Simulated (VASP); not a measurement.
Wanted: the native input for a VASP 6.6.1 run.

| Item | Value |
| --- | --- |
| Task | single point |
| Functional | PBE |
| Potentials or basis | VASP PAW PBE potentials, release 64 (Ge_d) |
| Cutoff | 520 eV |
| k mesh | 14 × 14 × 14 |
| Occupations | gaussian, width 0.15 eV |
| Spin | no spin polarisation |
| Dipole correction | no |
| Further INCAR settings | ALGO = Normal; EDIFF = 1e-06; NBANDS = 21 |

The structure of Ge lies in POSCAR:

```
Ge
1.0
    0.0000000000      3.1785190153      2.6496134512
    3.1785190153      0.0000000000      2.6496134512
    3.1785190153      3.1785190153      0.0000000000
Ge
2
Direct
    0.5000000000      0.5000000000      0.5000000000
    0.7500000000      0.7500000000      0.7500000000
```

These files were run (other wordings do the same):

INCAR

```
PREC = Accurate
ENCUT = 520
EDIFF = 1E-6
ISMEAR = 0
SIGMA = 0.15
LREAL = False
LASPH = True
NELM = 80
ALGO = Normal
ISIF = 2
LWAVE = False
LCHARG = False
GGA = PE
NBANDS = 21
```

KPOINTS

```
regular mesh
0
Gamma
  14 14 14
```

Potentials or basis: VASP PAW PBE potentials, release 64 (Ge_d).

Command:

```console
$ cat potpaw_PBE.64/Ge_d/POTCAR > POTCAR
$ mpirun -np 1 vasp_std > vasp.out
```

Results of the run:

```
Pressure               : -5.1 GPa
Band gap on the k mesh : zero (bands 14 and 15 overlap by 0.89 eV)
```

Caveat: the cell stands under tension.

Run time: 3.4 min on 1 thread of AMD EPYC 7R13 Processor (Zen 3), on a shared host, peak memory 0.31 GiB.
